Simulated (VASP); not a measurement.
# Si (P1) in VASP: notebook

The runs below take Si through single point, with PBEsol.

Everything below comes from runs of VASP 6.6.1. Logs are shortened: lines on timing, memory, paths and dates and some standing lists are left out, and cuts for length are marked.

### 1 The cell of the first run

The typed cell holds 8 atoms: a = 5.075 Å, b = 5.075 Å, c = 7.430 Å, α = 107.01°, β = 107.03°, γ = 98.22°.

### 2 Single point, PBEsol (atom 1 (Si) moved by +0.490 Å along [0 1 0] and -0.980 Å along [0 0 1])

File INCAR:

```
SYSTEM = Si
PREC = Accurate
ENCUT = 520
EDIFF = 1E-6
ISMEAR = 0
SIGMA = 0.03
LREAL = .False.
LASPH = .True.
NELM = 60
ALGO = Normal
ISIF = 2
LWAVE = .False.
LCHARG = .False.
GGA = PS
NBANDS = 26
```

File KPOINTS:

```
regular mesh
0
Gamma
  8 8 8
  0 0 0
```

File POSCAR:

```
Si
1.0
   -3.3221878745     -3.3221878745      1.9186812122
   -3.3221878745      3.3221878745     -1.9186812122
    3.3221878745     -3.3221878745     -5.7560436367
Si
8
Direct
    0.5687925568      0.5751999498      0.5014533680
    0.6425391386      0.9106347847      0.9106347847
    0.3574608614      0.0893652153      0.0893652153
    0.3574608614      0.5893652153      0.5893652153
    0.0000000000      0.7680956460      0.4106347847
    0.0000000000      0.2680956461      0.9106347847
    0.0000000000      0.7319043540      0.0893652153
    0.0000000000      0.2319043540      0.5893652153
```

Potentials or basis: VASP PAW PBE potentials, release 64 (Si).

Command:

```
> cat potpaw_PBE.64/Si/POTCAR > POTCAR
> mpirun -np 1 vasp_std > vasp.out
```

OUTCAR:

```text
SYSTEM = Si
   PREC = Accurate
   ENCUT = 520
   EDIFF = 1E-6
   ISMEAR = 0
   LREAL = .False.
   LASPH = .True.
   NELM = 60
   ISIF = 2
   GGA = PS

 ion  position               nearest neighbor table
   1  0.569  0.575  0.501-   4 1.41   5 2.62   2 2.90   8 3.03   3 3.08   5 3.13
   2  0.643  0.911  0.911-   3 2.34   4 2.34   7 2.38   6 2.38   1 2.90
   3  0.357  0.089  0.089-   2 2.34   7 2.38   6 2.38   1 3.08
   4  0.357  0.589  0.589-   1 1.41   2 2.34   5 2.38   8 2.38
   5  0.000  0.768  0.411-   8 2.34   7 2.34   4 2.38   1 2.62   1 3.13
   6  0.000  0.268  0.911-   7 2.34   8 2.34   2 2.38   3 2.38
   7  0.000  0.732  0.089-   6 2.34   5 2.34   2 2.38   3 2.38
   8  0.000  0.232  0.589-   5 2.34   6 2.34   4 2.38   1 3.03

 -----------------------------------------------------------------------------
|                                                                             |
|           W    W    AA    RRRRR   N    N  II  N    N   GGGG   !!!           |
|           W    W   A  A   R    R  NN   N  II  NN   N  G    G  !!!           |
|           W    W  A    A  R    R  N N  N  II  N N  N  G       !!!           |
|           W WW W  AAAAAA  RRRRR   N  N N  II  N  N N  G  GGG   !            |
|           WW  WW  A    A  R   R   N   NN  II  N   NN  G    G                |
|           W    W  A    A  R    R  N    N  II  N    N   GGGG   !!!           |
|                                                                             |
|     The distance between some ions is very small. Please check the          |
|     nearest-neighbor list in the OUTCAR file.                               |
|     I HOPE YOU KNOW WHAT YOU ARE DOING!                                     |
|                                                                             |
 -----------------------------------------------------------------------------

  LATTYP: Found a base centered monoclinic cell.
 ALAT       =     7.6728794771
 B/A-ratio  =     0.8659559646
 C/A-ratio  =     1.0000000000
 COS(beta)  =    -0.4997594653

  Lattice vectors:

 A1 = (  -3.3221878745,   3.3221878745,  -1.9186812122)
 A2 = (   3.3221878745,   3.3221878745,  -1.9186812122)
 A3 = (   0.0000000000,  -6.6443757490,  -3.8373624245)

Analysis of symmetry for initial positions (statically):
=====================================================================
 Subroutine PRICEL returns:
 Original cell was already a primitive cell.

 Routine SETGRP: Setting up the symmetry group for a
 base centered monoclinic supercell.

 Subroutine GETGRP returns: Found  1 space group operations
 (whereof  1 operations were pure point group operations)
 out of a pool of  4 trial point group operations.

The static configuration has the point symmetry C_1 .

Analysis of symmetry for dynamics (positions and initial velocities):
=====================================================================
 Subroutine PRICEL returns:
 Original cell was already a primitive cell.

 Routine SETGRP: Setting up the symmetry group for a
 base centered monoclinic supercell.

 Subroutine GETGRP returns: Found  1 space group operations
 (whereof  1 operations were pure point group operations)
 out of a pool of  4 trial point group operations.

The dynamic configuration has the point symmetry C_1 .

 Subroutine INISYM returns: Found  1 space group operations
 (whereof  1 operations are pure point group operations),
 and found     1 'primitive' translations

----------------------------------------------------------------------------------------

                                     Primitive cell

  volume of cell :     169.4108

  direct lattice vectors                    reciprocal lattice vectors
    -3.322187874 -3.322187874  1.918681212    -0.150503228 -0.150503228  0.000000000
    -3.322187874  3.322187874 -1.918681212    -0.150503228  0.075251614 -0.130297831
     3.322187874 -3.322187874 -5.756043637     0.000000000 -0.075251614 -0.130297831

  length of vectors
     5.074958339  5.074958339  7.430067489     0.212843707  0.212818119  0.150467040

  position of ions in fractional coordinates (direct lattice)
     0.568792557  0.575199950  0.501453368
     0.642539139  0.910634785  0.910634785
     0.357460861  0.089365215  0.089365215
     0.357460861  0.589365215  0.589365215
     0.000000000  0.768095646  0.410634785
     0.000000000  0.268095646  0.910634785
     0.000000000  0.731904354  0.089365215
     0.000000000  0.231904354  0.589365215

  ion indices of the primitive-cell ions
   primitive index   ion index
                 1           1
                 2           2
                 3           3
                 4           4
                 5           5
                 6           6
                 7           7
                 8           8

----------------------------------------------------------------------------------------

 KPOINTS: regular mesh

Automatic generation of k-mesh.
 Grid dimensions read from file:
 generate k-points for:    8    8    8

 Generating k-lattice:

  Cartesian coordinates                     Fractional coordinates (reciprocal lattice)
    -0.018812904 -0.018812904  0.000000000     0.125000000  0.000000000  0.000000000
    -0.018812904  0.009406452 -0.016287229    -0.000000000  0.125000000  0.000000000
     0.000000000 -0.009406452 -0.016287229     0.000000000 -0.000000000  0.125000000

  Length of vectors
     0.026605463  0.026602265  0.018808380

  Shift w.r.t. Gamma in fractional coordinates (k-lattice)
     0.000000000  0.000000000  0.000000000

 Subroutine IBZKPT returns following result:
 ===========================================

 Found    260 irreducible k-points:

 Following reciprocal coordinates:
            Coordinates               Weight
  0.000000  0.000000  0.000000      1.000000
  0.125000  0.000000  0.000000      2.000000
  0.000000  0.125000 -0.125000      2.000000
  0.250000  0.000000  0.000000      2.000000
  0.000000  0.250000 -0.250000      2.000000
  0.375000  0.000000  0.000000      2.000000
[... 16 lines left out ...]
  0.125000 -0.250000  0.125000      2.000000
 -0.125000  0.125000 -0.000000      2.000000
 [... further k-points ...]
   k-points           NKPTS =    260   k-points in BZ     NKDIM =    260   number of bands    NBANDS=     26
   number of dos      NEDOS =    301   number of ions     NIONS =      8
   total plane-waves  NPLWV =  89600
   dimension x,y,z NGX =    40 NGY =   40 NGZ =   56
   dimension x,y,z NGXF=    80 NGYF=   80 NGZF=  112
   ions per type =               8
   NGX,Y,Z   is equivalent  to a cutoff of  13.10, 13.10, 12.53 a.u.
   NGXF,Y,Z  is equivalent  to a cutoff of  26.21, 26.21, 25.06 a.u.
 SYSTEM =  Si
   PREC   = accura    normal or accurate (medium, high low for compatibility)
   ISTART =      0    job   : 0-new  1-cont  2-samecut
   ICHARG =      2    charge: 1-file 2-atom 10-const
   ISPIN  =      1    spin polarized calculation?
   LNONCOLLINEAR =      F non collinear calculations
   LSORBIT =      F    spin-orbit coupling
   LASPH  =      T    aspherical Exc in radial PAW
   ENCUT  =  520.0 eV  38.22 Ry    6.18 a.u.   9.44  9.44 13.82*2*pi/ulx,y,z
   NELM   =     60;   NELMIN=  2; NELMDL= -5     # of ELM steps
   EDIFF  = 0.1E-05   stopping-criterion for ELM
   LREAL  =      F    real-space projection
   EDIFFG = 0.1E-04   stopping-criterion for IOM
   NSW    =      0    number of steps for IOM
   IBRION =     -1    ionic relax: 0-MD 1-quasi-New 2-CG
   NFREE  =      0    steps in history (QN), initial steepest desc. (CG)
   ISIF   =      2    stress and relaxation
   ISYM   =      2    0-nonsym 1-usesym 2-fastsym
   POTIM  = 0.5000    time-step for ionic-motion
   TEBEG  =    0.0;   TEEND  =   0.0 temperature during run
   PSTRESS=    0.0 pullay stress
   NELECT =      32.0000    total number of electrons
   NUPDOWN=      -1.0000    fix difference up-down
   EMIN   =  10.00;   EMAX   =-10.00  energy-range for DOS
   EFERMI =   0.00;   METHOD = LEGACY
   ISMEAR =     0;   SIGMA  =   0.03  broadening in eV -4-tet -1-fermi 0-gaus
   EFERMI_NEDOS =   21; number of points for ismear=-14 and -15
   IALGO  =     38    algorithm
   IMIX   =      4    mixing-type and parameters
     AMIX     =   0.40;   BMIX     =  1.00
     AMIX_MAG =   1.60;   BMIX_MAG =  1.00
  volume/ion in A,a.u.               =      21.18       142.91
  Fermi-wavevector in a.u.,A,eV,Ry     =   0.939315  1.775047 12.004584  0.882312
  Thomas-Fermi vector in A             =   2.066614
   LORBIT       =      0    0 simple, 1 ext, 2 COOP (PROOUT), +10 PAW based schemes
   GGA     = PS    functional components
   LHFCALC =     F    Hartree Fock is set to
   AEXX    =    0.0000 exact exchange contribution
   IVDW    =     0    specifies the selected vdW correction
   LEPSILON=     F    determine dielectric tensor
   LRPA    =     F    only Hartree local field effects (RPA)
 non-spin polarized calculation
 Gauss-broadening in eV      SIGMA  =   0.03
  energy-cutoff  :      520.00
  volume of cell :      169.41
 maximum number of plane-waves:      4603
 NGX is ok and might be reduce to    40
   NGX = 19   NGY = 19   NGZ = 27

 number of electron      32.0000001 magnetization

 Free energy of the ion-electron system (eV)
  ---------------------------------------------------
  ext. energy  EPLUGINS =         0.00000000
  ---------------------------------------------------
  free energy    TOTEN  =       -27.61700052 eV

  energy without entropy =      -27.61611434  energy(sigma->0) =      -27.61655743

 E-fermi :   5.2611     XC(G=0):  -9.2500

 val. band max:        5.2530276377   @ k =   0.3750   0.3750   0.2500
 cond. band min:       5.2618069312   @ k =  -0.3750   0.3750   0.2500
 fundamental gap:      0.0087792935
 Fermi energy:         5.2610811632

 k-point     1 :       0.0000    0.0000    0.0000
  band No.  band energies     occupation
      1      -7.1359      2.00000
      2      -5.1832      2.00000
      3      -3.4321      2.00000
      4      -2.6367      2.00000
      5      -1.3630      2.00000
      6      -1.2105      2.00000
[... 18 lines left out ...]
     25       8.9021      0.00000
     26       9.0638      0.00000

 k-point     2 :       0.1250    0.0000    0.0000
  band No.  band energies     occupation
      1      -7.0604      2.00000
      2      -5.1839      2.00000
      3      -3.5499      2.00000
      4      -2.6514      2.00000
      5      -1.8659      2.00000
      6      -0.9454      2.00000
[... 18 lines left out ...]
     25       8.5113      0.00000
     26       9.1305      0.00000

 k-point     3 :       0.0000    0.1250   -0.1250
  band No.  band energies     occupation
      1      -7.0707      2.00000
      2      -5.1831      2.00000
      3      -3.5527      2.00000
      4      -2.6165      2.00000
      5      -1.6178      2.00000
      6      -1.2500      2.00000
[... 18 lines left out ...]
     25       8.8203      0.00000
     26       9.3779      0.00000

 k-point     4 :       0.2500    0.0000    0.0000
  band No.  band energies     occupation
      1      -6.8420      2.00000
      2      -5.2306      2.00000
      3      -3.8353      2.00000
      4      -2.6812      2.00000
      5      -2.4277      2.00000
      6      -0.7648      2.00000
[... 18 lines left out ...]
     25       8.9652      0.00000
     26       9.3184      0.00000
[... 496 lines left out ...]
      1      -6.8489      2.00000
      2      -5.0798      2.00000
      3      -3.7820      2.00000
      4      -2.8600      2.00000
      5      -2.4713      2.00000
      6      -0.9731      2.00000
[... 18 lines left out ...]
     25       9.0747      0.00000
     26       9.6173      0.00000

 k-point    23 :       0.1250   -0.2500    0.1250
  band No.  band energies     occupation
      1      -6.8823      2.00000
      2      -5.0572      2.00000
      3      -3.7741      2.00000
      4      -2.9289      2.00000
      5      -2.1248      2.00000
      6      -1.1642      2.00000
[... 18 lines left out ...]
     25       9.4245      0.00000
     26       9.8537      0.00000

 k-point    24 :      -0.1250    0.1250   -0.0000
  band No.  band energies     occupation
      1      -7.0312      2.00000
      2      -5.1040      2.00000
      3      -3.5613      2.00000
      4      -2.8066      2.00000
      5      -2.0103      2.00000
      6      -0.9045      2.00000
[... 18 lines left out ...]
     25       8.9365      0.00000
     26       9.4271      0.00000

 [... further k-points ...]

------------------------ aborting loop because EDIFF is reached ----------------------------------------

  FORCE on cell =-STRESS in cart. coord.  units (eV):
  Direction    XX          YY          ZZ          XY          YZ          ZX
  --------------------------------------------------------------------------------------
  -------------------------------------------------------------------------------------
  Total       34.5295704      7.1320613     34.3547899     17.8539338    -17.0078379    -35.7643807
  in kB      326.5581819     67.4503891    324.9052219    168.8508751   -160.8490509   -338.2362135
  external PRESSURE =     239.6379310 kB  Pullay stress =       0.0000000 kB

 VOLUME and BASIS-vectors are now :
 -----------------------------------------------------------------------------
  energy-cutoff  :      520.00
  volume of cell :      169.41
      direct lattice vectors                 reciprocal lattice vectors
    -3.322187874 -3.322187874  1.918681212    -0.150503228 -0.150503228  0.000000000
    -3.322187874  3.322187874 -1.918681212    -0.150503228  0.075251614 -0.130297831
     3.322187874 -3.322187874 -5.756043637     0.000000000 -0.075251614 -0.130297831

 POSITION                                       TOTAL-FORCE (eV/Angst)
 -----------------------------------------------------------------------------------
     -2.13464     -1.64464     -2.89868       -40.157781    -20.035560     41.070404
     -2.13464     -2.13464     -5.75604        -0.151354     -0.095348     -0.740739
     -1.18755     -1.18755      0.00000        -0.250757     -0.106795     -1.042336
     -1.18755     -1.18755     -3.83736        39.293713     18.671642    -38.245505
     -1.18755      1.18755     -3.83736         0.940104      0.933634     -1.097770
      2.13464     -2.13464     -5.75604        -0.077404     -0.092993      0.163020
     -2.13464      2.13464     -1.91868         0.097635      0.035996      0.330147
      1.18755     -1.18755     -3.83736         0.305844      0.689425     -0.437221
 -----------------------------------------------------------------------------------
    total drift:                               -0.000002      0.000023     -0.000060

  FREE ENERGIE OF THE ION-ELECTRON SYSTEM (eV)
  ---------------------------------------------------
  free  energy   TOTEN  =       -27.6170005212 eV

  energy  without entropy=      -27.6161143400  energy(sigma->0) =      -27.61655743
```

Run time: 13 min. Hardware: 1 thread of Intel Xeon 6975P-C (Granite Rapids), shared host; peak memory 0.81 GiB.

Results:

| Item | Value |
| --- | --- |
| Free energy | -27.6170 eV |
| Pressure | 24.0 GPa |
| Largest force | 60.835 eV/Å |
| Band gap on the k mesh | zero (bands 16 and 17 overlap by 0.61 eV) |

Forces on the atoms (eV/Å):
```
Si  -40.158 -20.036  41.070
Si   -0.151  -0.095  -0.741
Si   -0.251  -0.107  -1.042
Si   39.294  18.672 -38.246
Si    0.940   0.934  -1.098
Si   -0.077  -0.093   0.163
Si    0.098   0.036   0.330
Si    0.306   0.689  -0.437
```

Stress tensor (GPa, compression positive):
```
 32.66  16.89 -33.82
 16.89   6.75 -16.08
-33.82 -16.08  32.49
```

Caveat: the cell differs from its parent crystal (atom 1 (Si) moved by +0.490 Å along [0 1 0] and -0.980 Å along [0 0 1]); atoms lie so close that the PAW spheres overlap strongly, which falsifies energies and pressures; the stress differs along the axes, from 7 to 33 GPa; semilocal functionals underestimate gaps, and a narrow one can read as zero; the PAW data sets were made with another functional, which shifts forces and pressure a little.

### 3 Single point, PBEsol (atom 1 (Si) moved by +0.000 Å along [0 1 0] and +0.490 Å along [0 0 1])

File INCAR:

```
SYSTEM = Si
PREC = Accurate ; ENCUT = 520
EDIFF = 1E-6 ; ISMEAR = 0
SIGMA = 0.03 ; LREAL = .False.
LASPH = .True. ; NELM = 80
ALGO = Normal ; ISIF = 2
LWAVE = .False. ; LCHARG = .False.
GGA = PS ; NBANDS = 26
```

File KPOINTS:

```
Automatic mesh
0
Gamma
  8 8 8
  0 0 0
```

POSCAR, as its differences from that of step 2:

```diff
@@ -8,3 +8,3 @@
 Direct
-    0.5687925568      0.5751999498      0.5014533680
+    0.6425391386      0.3467888476      0.3467888476
     0.6425391386      0.9106347847      0.9106347847
```

Potentials or basis: VASP PAW PBE potentials, release 64 (Si).

Command:

```
> cat potpaw_PBE.64/Si/POTCAR > POTCAR
> mpirun -np 1 vasp_std > vasp.out
```

Run time: 20 min. Hardware: 1 thread of Intel Xeon Platinum 8488C (Sapphire Rapids), shared host; peak memory 0.82 GiB.

The run converged. Its results:

| Quantity | Value |
| --- | --- |
| Free energy | -43.3755 eV |
| Pressure | 2.7 GPa |
| Largest force | 8.688 eV/Å |
| Band gap on the k mesh | zero (bands 16 and 17 overlap by 0.12 eV) |

Forces in eV/Å, atoms in the order of the input:
```
Si  -3.234 -3.189 -7.407
Si  -0.001 -0.023  0.266
Si   3.281  3.274  5.272
Si  -0.331 -0.323  1.371
Si   0.227 -0.246  0.326
Si   0.072  0.228 -0.074
Si  -0.087 -0.065 -0.159
Si   0.074  0.343  0.404
```

Stress tensor (GPa, compression positive):
```
1.87 2.26 4.42
2.26 1.92 4.50
4.42 4.50 4.35
```

Levels at points of the mesh, in eV from the Fermi level:
| k point | band 14 | band 15 | band 16 | band 17 | band 18 | band 19 |
| --- | --- | --- | --- | --- | --- | --- |
| (0.00, 0.00, 0.00) | -1.61 | -1.11 | -0.61 | 0.64 | 0.93 | 1.30 |
| (0.50, 0.00, 0.00) | -1.86 | -1.67 | -1.19 | 0.39 | 0.98 | 1.63 |
| (0.00, 0.50, 0.50) | -2.08 | -1.75 | -1.22 | 0.77 | 1.19 | 1.46 |
| (0.00, 0.50, 0.00) | -2.42 | -1.82 | -1.54 | 0.71 | 1.19 | 2.13 |
| (0.50, 0.00, 0.50) | -2.19 | -1.84 | -1.65 | 0.81 | 1.03 | 1.96 |
| (0.50, 0.50, 0.00) | -1.43 | -1.18 | -0.46 | 2.60 | 2.70 | 2.99 |
| (0.00, 0.00, 0.50) | -2.78 | -1.83 | -1.52 | 0.29 | 0.73 | 1.35 |
| (0.50, 0.50, 0.50) | -0.74 | -0.11 | -0.03 | 0.25 | 0.65 | 2.30 |

Caveat: the cell differs from its parent crystal (atom 1 (Si) moved by +0.000 Å along [0 1 0] and +0.490 Å along [0 0 1]); semilocal functionals underestimate gaps, and a narrow one can read as zero; the PAW data sets were made with another functional, which shifts forces and pressure a little.

[end of part 1 of 2]

The gap in the log of VASP goes by the Fermi energy; the results here count the filled bands.